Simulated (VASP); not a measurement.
# Mg3ZnC in VASP: a series of runs

Runs on Mg3ZnC. Level: PBE. Tasks: single point.

Everything below comes from runs of VASP 6.6.1. Logs are shortened: lines on timing, memory, paths and dates and some standing lists are left out, and cuts for length are marked.

### Step 1. The cell of the first run

The structure is cubic, space group Pm-3m (No. 221). The conventional cell has a = 4.407 Å, b = 4.407 Å, c = 4.407 Å, α = 90.00°, β = 90.00°, γ = 90.00°. Within 4.1 Å of Zn (site symmetry m-3m) lie 12 Mg at 3.12 Å and 8 C at 3.82 Å. Mg (site symmetry 4/mmm) has 2 C at 2.20 Å within 2.9 Å. Within 2.9 Å of C (site symmetry m-3m) lie 6 Mg at 2.20 Å.

### Step 2. Single point, PBE

Input file INCAR:

```
ALGO = Normal
EDIFF = 1E-6
ENCUT = 520
GGA = PE
ISIF = 2
ISMEAR = -1
LASPH = T
LCHARG = F
LREAL = F
LWAVE = F
NBANDS = 19
NELM = 60
PREC = Accurate
SIGMA = 0.05
```

Input file KPOINTS:

```
k-points
0
Gamma
  6 6 6
```

Input file POSCAR:

```
Mg3ZnC
1.0
    4.4069310000      0.0000000000      0.0000000000
    0.0000000000      4.4069310000      0.0000000000
    0.0000000000      0.0000000000      4.4069310000
Zn Mg C
1 3 1
Direct
    0.0000000000      0.0000000000      0.0000000000
    0.5000000000      0.0000000000      0.5000000000
    0.5000000000      0.5000000000      0.0000000000
    0.0000000000      0.5000000000      0.5000000000
    0.5000000000      0.5000000000      0.5000000000
```

Potentials or basis: VASP PAW PBE potentials, release 64 (Zn, Mg, C).

The run is started by

```console
cat potpaw_PBE.64/Zn/POTCAR potpaw_PBE.64/Mg/POTCAR potpaw_PBE.64/C/POTCAR > POTCAR
mpirun -np 1 vasp_std > vasp.out
```

OUTCAR:

```text
EDIFF = 1E-6
   ENCUT = 520
   GGA = PE
   ISIF = 2
   ISMEAR = -1
   LASPH = T
   LREAL = F
   NELM = 60
   PREC = Accurate

 ion  position               nearest neighbor table
   1  0.000  0.000  0.000-   2 3.12   3 3.12   4 3.12   2 3.12   4 3.12   3 3.12   4 3.12   4 3.12
                             2 3.12   3 3.12   2 3.12   3 3.12
   2  0.500  0.000  0.500-   5 2.20   5 2.20   4 3.12   1 3.12   1 3.12   3 3.12   3 3.12   4 3.12
                             3 3.12   3 3.12   1 3.12   4 3.12   1 3.12   4 3.12
   3  0.500  0.500  0.000-   5 2.20   5 2.20   4 3.12   1 3.12   2 3.12   4 3.12   2 3.12   1 3.12
                             2 3.12   2 3.12   1 3.12   4 3.12   4 3.12   1 3.12
   4  0.000  0.500  0.500-   5 2.20   5 2.20   3 3.12   1 3.12   1 3.12   3 3.12   1 3.12   2 3.12
                             1 3.12   2 3.12   3 3.12   2 3.12   3 3.12   2 3.12
   5  0.500  0.500  0.500-   2 2.20   3 2.20   4 2.20   3 2.20   2 2.20   4 2.20

  LATTYP: Found a simple cubic cell.
 ALAT       =     4.4069310000

  Lattice vectors:

 A1 = (   4.4069310000,   0.0000000000,   0.0000000000)
 A2 = (   0.0000000000,   4.4069310000,   0.0000000000)
 A3 = (   0.0000000000,   0.0000000000,   4.4069310000)

Analysis of symmetry for initial positions (statically):
=====================================================================
 Subroutine PRICEL returns:
 Original cell was already a primitive cell.

 Routine SETGRP: Setting up the symmetry group for a
 simple cubic supercell.

 Subroutine GETGRP returns: Found 48 space group operations
 (whereof 48 operations were pure point group operations)
 out of a pool of 48 trial point group operations.

The static configuration has the point symmetry O_h .

Analysis of symmetry for dynamics (positions and initial velocities):
=====================================================================
 Subroutine PRICEL returns:
 Original cell was already a primitive cell.

 Routine SETGRP: Setting up the symmetry group for a
 simple cubic supercell.

 Subroutine GETGRP returns: Found 48 space group operations
 (whereof 48 operations were pure point group operations)
 out of a pool of 48 trial point group operations.

The dynamic configuration has the point symmetry O_h .

 Subroutine INISYM returns: Found 48 space group operations
 (whereof 48 operations are pure point group operations),
 and found     1 'primitive' translations

----------------------------------------------------------------------------------------

                                     Primitive cell

  volume of cell :      85.5872

  direct lattice vectors                    reciprocal lattice vectors
     4.406931000  0.000000000  0.000000000     0.226915284  0.000000000  0.000000000
     0.000000000  4.406931000  0.000000000     0.000000000  0.226915284  0.000000000
     0.000000000  0.000000000  4.406931000     0.000000000  0.000000000  0.226915284

  length of vectors
     4.406931000  4.406931000  4.406931000     0.226915284  0.226915284  0.226915284

  position of ions in fractional coordinates (direct lattice)
     0.000000000  0.000000000  0.000000000
     0.500000000  0.000000000  0.500000000
     0.500000000  0.500000000  0.000000000
     0.000000000  0.500000000  0.500000000
     0.500000000  0.500000000  0.500000000

  ion indices of the primitive-cell ions
   primitive index   ion index
                 1           1
                 2           2
                 3           3
                 4           4
                 5           5

----------------------------------------------------------------------------------------

 KPOINTS: k-points

Automatic generation of k-mesh.
 Grid dimensions read from file:
 generate k-points for:    6    6    6

 Generating k-lattice:

  Cartesian coordinates                     Fractional coordinates (reciprocal lattice)
     0.037819214  0.000000000  0.000000000     0.166666667  0.000000000  0.000000000
     0.000000000  0.037819214  0.000000000     0.000000000  0.166666667  0.000000000
     0.000000000  0.000000000  0.037819214     0.000000000  0.000000000  0.166666667

  Length of vectors
     0.037819214  0.037819214  0.037819214

  Shift w.r.t. Gamma in fractional coordinates (k-lattice)
     0.000000000  0.000000000  0.000000000

 Subroutine IBZKPT returns following result:
 ===========================================

 Found     20 irreducible k-points:

 Following reciprocal coordinates:
            Coordinates               Weight
  0.000000  0.000000  0.000000      1.000000
  0.166667  0.000000  0.000000      6.000000
  0.333333  0.000000  0.000000      6.000000
  0.500000  0.000000  0.000000      3.000000
  0.166667  0.166667  0.000000     12.000000
  0.333333  0.166667  0.000000     24.000000
[... 12 lines left out ...]
  0.500000  0.500000  0.333333      6.000000
  0.500000  0.500000  0.500000      1.000000
   k-points           NKPTS =     20   k-points in BZ     NKDIM =     20   number of bands    NBANDS=     19
   number of dos      NEDOS =    301   number of ions     NIONS =      5
   total plane-waves  NPLWV =  46656
   dimension x,y,z NGX =    36 NGY =   36 NGZ =   36
   dimension x,y,z NGXF=    72 NGYF=   72 NGZF=   72
   ions per type =               1   3   1
   NGX,Y,Z   is equivalent  to a cutoff of  13.58, 13.58, 13.58 a.u.
   NGXF,Y,Z  is equivalent  to a cutoff of  27.16, 27.16, 27.16 a.u.
 SYSTEM =  unknown system
   PREC   = accura    normal or accurate (medium, high low for compatibility)
   ISTART =      0    job   : 0-new  1-cont  2-samecut
   ICHARG =      2    charge: 1-file 2-atom 10-const
   ISPIN  =      1    spin polarized calculation?
   LNONCOLLINEAR =      F non collinear calculations
   LSORBIT =      F    spin-orbit coupling
   LASPH  =      T    aspherical Exc in radial PAW
   ENCUT  =  520.0 eV  38.22 Ry    6.18 a.u.   8.19  8.19  8.19*2*pi/ulx,y,z
   NELM   =     60;   NELMIN=  2; NELMDL= -5     # of ELM steps
   EDIFF  = 0.1E-05   stopping-criterion for ELM
   LREAL  =      F    real-space projection
   EDIFFG = 0.1E-04   stopping-criterion for IOM
   NSW    =      0    number of steps for IOM
   IBRION =     -1    ionic relax: 0-MD 1-quasi-New 2-CG
   NFREE  =      0    steps in history (QN), initial steepest desc. (CG)
   ISIF   =      2    stress and relaxation
   ISYM   =      2    0-nonsym 1-usesym 2-fastsym
   POTIM  = 0.5000    time-step for ionic-motion
   TEBEG  =    0.0;   TEEND  =   0.0 temperature during run
   PSTRESS=    0.0 pullay stress
   NELECT =      22.0000    total number of electrons
   NUPDOWN=      -1.0000    fix difference up-down
   EMIN   =  10.00;   EMAX   =-10.00  energy-range for DOS
   EFERMI =   0.00;   METHOD = LEGACY
   ISMEAR =    -1;   SIGMA  =   0.05  broadening in eV -4-tet -1-fermi 0-gaus
   EFERMI_NEDOS =   21; number of points for ismear=-14 and -15
   IALGO  =     38    algorithm
   IMIX   =      4    mixing-type and parameters
     AMIX     =   0.40;   BMIX     =  1.00
     AMIX_MAG =   1.60;   BMIX_MAG =  1.00
  volume/ion in A,a.u.               =      17.12       115.51
  Fermi-wavevector in a.u.,A,eV,Ry     =   1.040909  1.967033 14.741800  1.083492
  Thomas-Fermi vector in A             =   2.175506
   LORBIT       =      0    0 simple, 1 ext, 2 COOP (PROOUT), +10 PAW based schemes
   GGA     = PE    functional components
   LHFCALC =     F    Hartree Fock is set to
   AEXX    =    0.0000 exact exchange contribution
   IVDW    =     0    specifies the selected vdW correction
   LEPSILON=     F    determine dielectric tensor
   LRPA    =     F    only Hartree local field effects (RPA)
 non-spin polarized calculation
  energy-cutoff  :      520.00
  volume of cell :       85.59
 maximum number of plane-waves:      2325
 NGX is ok and might be reduce to    36
   NGX = 17   NGY = 17   NGZ = 17

 number of electron      21.9999993 magnetization

 Free energy of the ion-electron system (eV)
  ---------------------------------------------------
  ext. energy  EPLUGINS =         0.00000000
  ---------------------------------------------------
  free energy    TOTEN  =       -14.01395198 eV

  energy without entropy =      -14.00268625  energy(sigma->0) =      -14.00831911

 E-fermi :   3.0336     XC(G=0):  -9.4723

 val. band max:        2.9516921396   @ k =   0.5000   0.1667   0.1667
 cond. band min:       3.1256155086   @ k =   0.5000   0.3333   0.1667
 fundamental gap:      0.1739233690
 Fermi energy:         3.0335901979

 k-point     1 :       0.0000    0.0000    0.0000
  band No.  band energies     occupation
      1      -7.6589      2.00000
      2      -4.1298      2.00000
      3      -4.1298      2.00000
      4      -4.0763      2.00000
      5      -4.0763      2.00000
      6      -4.0763      2.00000
[... 11 lines left out ...]
     18       9.8962      0.00000
     19       9.8962      0.00000

 k-point     2 :       0.1667    0.0000    0.0000
  band No.  band energies     occupation
      1      -7.5641      2.00000
      2      -4.1277      2.00000
      3      -4.1206      2.00000
      4      -4.0832      2.00000
      5      -4.0832      2.00000
      6      -4.0756      2.00000
[... 11 lines left out ...]
     18       9.3450      0.00000
     19       9.6650      0.00000

 k-point     3 :       0.3333    0.0000    0.0000
  band No.  band energies     occupation
      1      -7.3500      2.00000
      2      -4.1233      2.00000
      3      -4.1144      2.00000
      4      -4.0968      2.00000
      5      -4.0968      2.00000
      6      -4.0741      2.00000
[... 11 lines left out ...]
     18       9.1497      0.00000
     19      10.5557      0.00000

 k-point     4 :       0.5000    0.0000    0.0000
  band No.  band energies     occupation
      1      -7.2266      2.00000
      2      -4.1246      2.00000
      3      -4.1211      2.00000
      4      -4.1035      2.00000
      5      -4.1035      2.00000
      6      -4.0734      2.00000
[... 319 lines left out ...]
     18      11.9747      0.00000
     19      12.1982      0.00000

 k-point    19 :       0.5000    0.5000    0.3333
  band No.  band energies     occupation
      1      -6.7502      2.00000
      2      -4.1407      2.00000
      3      -4.1407      2.00000
      4      -4.1337      2.00000
      5      -4.0553      2.00000
      6      -4.0394      2.00000
[... 11 lines left out ...]
     18      12.3333      0.00000
     19      13.1178      0.00000

 k-point    20 :       0.5000    0.5000    0.5000
  band No.  band energies     occupation
      1      -6.6799      2.00000
      2      -4.1548      2.00000
      3      -4.1548      2.00000
      4      -4.1548      2.00000
      5      -4.0393      2.00000
      6      -4.0393      2.00000
[... 11 lines left out ...]
     18      14.5317      0.00000
     19      14.5317      0.00000

------------------------ aborting loop because EDIFF is reached ----------------------------------------

  FORCE on cell =-STRESS in cart. coord.  units (eV):
  Direction    XX          YY          ZZ          XY          YZ          ZX
  --------------------------------------------------------------------------------------
  -------------------------------------------------------------------------------------
  Total       -0.1718622     -0.1718622     -0.1718622      0.0000000     -0.0000000     -0.0000000
  in kB       -3.2172301     -3.2172301     -3.2172301      0.0000000     -0.0000000     -0.0000000
  external PRESSURE =      -3.2172301 kB  Pullay stress =       0.0000000 kB

 VOLUME and BASIS-vectors are now :
 -----------------------------------------------------------------------------
  energy-cutoff  :      520.00
  volume of cell :       85.59
      direct lattice vectors                 reciprocal lattice vectors
     4.406931000  0.000000000  0.000000000     0.226915284  0.000000000  0.000000000
     0.000000000  4.406931000  0.000000000     0.000000000  0.226915284  0.000000000
     0.000000000  0.000000000  4.406931000     0.000000000  0.000000000  0.226915284

 POSITION                                       TOTAL-FORCE (eV/Angst)
 -----------------------------------------------------------------------------------
      0.00000      0.00000      0.00000         0.000000      0.000000      0.000000
      2.20347      0.00000      2.20347         0.000000      0.000000      0.000000
      2.20347      2.20347      0.00000         0.000000      0.000000      0.000000
      0.00000      2.20347      2.20347         0.000000      0.000000      0.000000
      2.20347      2.20347      2.20347         0.000000      0.000000      0.000000
 -----------------------------------------------------------------------------------
    total drift:                                0.000000      0.000000      0.000000

  FREE ENERGIE OF THE ION-ELECTRON SYSTEM (eV)
  ---------------------------------------------------
  free  energy   TOTEN  =       -14.0139519753 eV

  energy  without entropy=      -14.0026862543  energy(sigma->0) =      -14.00831911
```

Run time: 15 s. Hardware: 1 thread of Intel Xeon 6975P-C (Granite Rapids), shared host; peak memory 0.21 GiB.

Results:

```
Free energy            : -14.0140 eV
Pressure               : -0.3 GPa
Band gap on the k mesh : zero (band 11 reaches 4.67 eV, above the bottom of band 12 at 1.28 eV)
```

Levels at points of the mesh, in eV from the Fermi level:
```tsv
k point	band 8	band 9	band 10	band 11	band 12	band 13	band 14	band 15
(0.00, 0.00, 0.00)	-2.65	-2.65	-2.65	1.64	1.64	2.69	2.69	2.69
(0.50, 0.00, 0.00)	-2.15	-2.15	-2.06	-1.05	1.34	1.34	2.97	4.11
(0.50, 0.50, 0.00)	-4.50	-4.36	-1.96	0.91	0.91	2.08	2.81	3.95
(0.50, 0.50, 0.50)	-3.37	-3.37	-3.08	-1.76	-1.76	-1.76	4.93	4.93
```

### Step 3. Single point, PBE (atoms moved at random)

Input file INCAR:

```
  PREC = Accurate
  ENCUT = 520
  EDIFF = 1E-6
  ISMEAR = -1
  SIGMA = 0.05
  LREAL = False
  LASPH = True
  NELM = 80
  ALGO = Normal
  ISIF = 2
  LWAVE = False
  LCHARG = False
  GGA = PE
  NBANDS = 19
```

Input file KPOINTS:

```
Automatic mesh
0
Gamma
  6 6 6
```

Input file POSCAR:

```
Mg3ZnC
1.0
    4.4069310000      0.0000000000      0.0000000000
    0.0000000000      4.4069310000      0.0000000000
    0.0000000000      0.0000000000      4.4069310000
Zn Mg C
1 3 1
Direct
    0.0143980000      0.0003270000      0.0042490000
    0.5044320000      0.0053770000      0.4959030000
    0.5098650000      0.5011960000      0.0016910000
   -0.0013060000      0.4967100000      0.5005010000
    0.5104210000      0.5038410000      0.5064390000
```

Potentials or basis: VASP PAW PBE potentials, release 64 (Zn, Mg, C).

The run is started by

```console
cat potpaw_PBE.64/Zn/POTCAR potpaw_PBE.64/Mg/POTCAR potpaw_PBE.64/C/POTCAR > POTCAR
mpirun -np 1 vasp_std > vasp.out
```

It took 62 s on 1 thread of Intel Xeon 6975P-C (Granite Rapids), shared host; peak memory 0.34 GiB.

The run converged. Its results:

```yaml
Free_energy: -13.9941 eV
Pressure: -0.2 GPa
Largest_force: 0.543 eV/Å
Band_gap_on_the_k_mesh: zero (band 11 reaches 4.66 eV, above the bottom of band 12 at 1.28 eV)
```

Forces on the atoms (eV/Å):
```
Zn  -0.058  0.005 -0.027
Mg  -0.006 -0.150  0.088
Mg  -0.065  0.039  0.111
Mg   0.535  0.087  0.037
C   -0.406  0.018 -0.208
```

Stress tensor (GPa, compression positive):
```
-0.09 -0.01  0.00
-0.01 -0.33  0.00
 0.00  0.00 -0.26
```

Levels at points of the mesh, in eV from the Fermi level:
```tsv
k point	band 7	band 8	band 9	band 10	band 11	band 12	band 13	band 14	band 15	band 16
(0.00, 0.00, 0.00)	-5.21	-2.65	-2.65	-2.65	1.63	1.63	2.68	2.69	2.69	5.35
(0.50, 0.00, 0.00)	-6.16	-2.16	-2.15	-2.06	-1.04	1.34	1.34	2.97	4.11	5.90
(0.00, 0.50, 0.00)	-6.17	-2.17	-2.15	-2.04	-1.05	1.34	1.34	2.97	4.11	5.91
(0.00, 0.00, 0.50)	-6.17	-2.17	-2.15	-2.04	-1.05	1.34	1.34	2.97	4.11	5.90
(0.50, 0.50, 0.00)	-4.50	-4.50	-4.36	-1.96	0.91	0.91	2.08	2.81	3.95	3.95
(0.00, 0.50, 0.50)	-4.50	-4.50	-4.36	-1.95	0.91	0.91	2.08	2.80	3.95	3.95
(0.50, 0.00, 0.50)	-4.50	-4.50	-4.36	-1.96	0.91	0.91	2.08	2.81	3.94	3.95
(0.50, 0.50, 0.50)	-3.37	-3.37	-3.36	-3.09	-1.76	-1.76	-1.76	4.92	4.92	4.93
```

Caveat: the cell differs from its parent crystal (atoms moved at random).

### Step 4. Single point, PBE

Input file INCAR:

```
PREC     = Accurate       # precision mode
ENCUT    = 520            # plane-wave cutoff, eV
EDIFF    = 1E-6           # SCF threshold, eV
ISMEAR   = 0              # smearing method
SIGMA    = 0.05           # smearing width, eV
LREAL    = F              # projectors in reciprocal space
LASPH    = T              # aspherical terms in the spheres
NELM     = 100            # most SCF steps
ALGO     = Normal         # electronic algorithm
ISIF     = 2              # what is computed and relaxed
LWAVE    = F              # write WAVECAR
LCHARG   = F              # write CHGCAR
GGA      = PE             # functional
NBANDS   = 19             # bands
```

Input file KPOINTS:

```
Automatic mesh
0
Gamma
  5 5 5
```

POSCAR is that of step 3.

The run is started by

```console
cat potpaw_PBE.64/Zn/POTCAR potpaw_PBE.64/Mg/POTCAR potpaw_PBE.64/C/POTCAR > POTCAR
mpirun -np 1 vasp_std > vasp.out
```

Run time: 82 s. Hardware: 1 thread of Intel Xeon Platinum 8259CL at 2.50GHz (Skylake/Cascade Lake), shared host; peak memory 0.27 GiB.

Results (log left out):

* Free energy: -13.9346 eV
* Pressure: -0.5 GPa
* Largest force: 0.551 eV/Å
* Band gap on the k mesh: zero (band 11 reaches 4.66 eV, above the bottom of band 12 at 1.71 eV)

Forces on the atoms (eV/Å):
```
Zn  -0.065  0.005 -0.031
Mg  -0.004 -0.152  0.090
Mg  -0.064  0.039  0.113
Mg   0.543  0.088  0.038
C   -0.411  0.019 -0.209
```

Stress tensor (GPa, compression positive):
```
-0.38 -0.01  0.00
-0.01 -0.61 -0.01
 0.00 -0.01 -0.54
```

Levels at points of the mesh, in eV from the Fermi level:
| k point | band 9 | band 10 | band 11 | band 12 | band 13 | band 14 |
| --- | --- | --- | --- | --- | --- | --- |
| (0.00, 0.00, 0.00) | -2.57 | -2.57 | 1.71 | 1.72 | 2.76 | 2.77 |
